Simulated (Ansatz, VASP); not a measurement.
**One calculation of CdBi2, two programs**

```
Cd Bi
1.0
     3.62467    0.00000    0.00000
    -1.81234    3.13906    0.00000
     0.00000    0.00000   14.09848
Cd Bi
2 4
Cartesian
  0.0000 2.0927 3.5246
  1.8123 1.0464 10.5739
  0.0000 2.0927 8.8468
  1.8123 1.0464 1.7976
  0.0000 2.0927 12.3009
  1.8123 1.0464 5.2517
```

Alike in both runs: task single point; functional PBE; k mesh 6 × 6 × 2; occupations gaussian, width 0.1 eV; no spin polarisation.

```csv
,VASP,Ansatz
version,VASP 6.6.1,Ansatz 0.2.0
potentials or method,"VASP PAW PBE potentials, release 64 (Cd, Bi_d), cutoff 520 eV","scalar-relativistic, plane waves, PAW"
valence electrons in the cell,84,100
```

|  | VASP | Ansatz | Ansatz less VASP |
| --- | --- | --- | --- |
| gap on the k mesh at the Fermi level (eV) | none | none | - |
| pressure (GPa) | 22.4 | 22.1 | -0.32 |
| traceless stress, the component that is largest in VASP (GPa) | -2.59 | -2.61 | -0.016 |
| rms of the force components (eV/Å) | 1.482 | 1.456 | -0.0267 |

Atom by atom the forces differ by 0.027 eV/Å (rms over components). A gap of «none» marks a metal or a gap that the smearing closes. The functional is the same, so the differences come from potentials, cutoffs and numerics. VASP's potentials hold 84 valence electrons a cell and Ansatz's 100, so a difference there can come from the potentials and not from the codes.

Neither program's run includes spin-orbit coupling.
